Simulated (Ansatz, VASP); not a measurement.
# Bi2Te2O3 in VASP and in Ansatz

```
CELL_PARAMETERS angstrom
2.77126 1.59999 4.90299
-2.77126 1.59999 4.90299
0.00000 -3.19997 4.90299
ATOMIC_POSITIONS crystal
Bi 0.00000 0.00000 0.00000
Bi 0.50000 0.50000 0.50000
Te 0.72589 0.72589 0.72589
Te 0.27411 0.27411 0.27411
O 0.00000 0.00000 0.50000
O 0.00000 0.50000 0.00000
O 0.50000 0.00000 0.00000
```

Change from the starting cell: species swapped into the In2Co3S2 type (R-3m, No. 166).

Alike in both runs: functional PBE; k mesh 3 × 3 × 3; occupations gaussian, width 0.15 eV; no spin polarisation.

Ansatz relaxed the structure, and its values are those at the end. VASP's run is a single point on that final structure, the one shown.

|  | VASP | Ansatz |
| --- | --- | --- |
| version | VASP 6.6.1 | Ansatz 0.2.0 |
| potentials or method | VASP PAW PBE potentials, release 64 (Bi_d, Te, O), cutoff 520 eV | scalar-relativistic, plane waves, PAW |
| valence electrons in the cell | 60 | 80 |

VASP gave:

| Item | Value |
| --- | --- |
| gap on the k mesh at the Fermi level (eV) | none |
| pressure (GPa) | 0.0 |
| rms of the force components (eV/Å) | 0.002 |

What did Ansatz give for the same quantities?

gap on the k mesh at the Fermi level (eV): none; pressure (GPa): 0.3; rms of the force components (eV/Å): 0.011.

A gap of «none» marks a metal or a gap that the smearing closes. VASP's potentials hold 60 valence electrons a cell and Ansatz's 80, so a difference there can come from the potentials and not from the codes.

The k mesh is coarse, so the values compare programs but aren't converged. Neither program's run includes spin-orbit coupling.
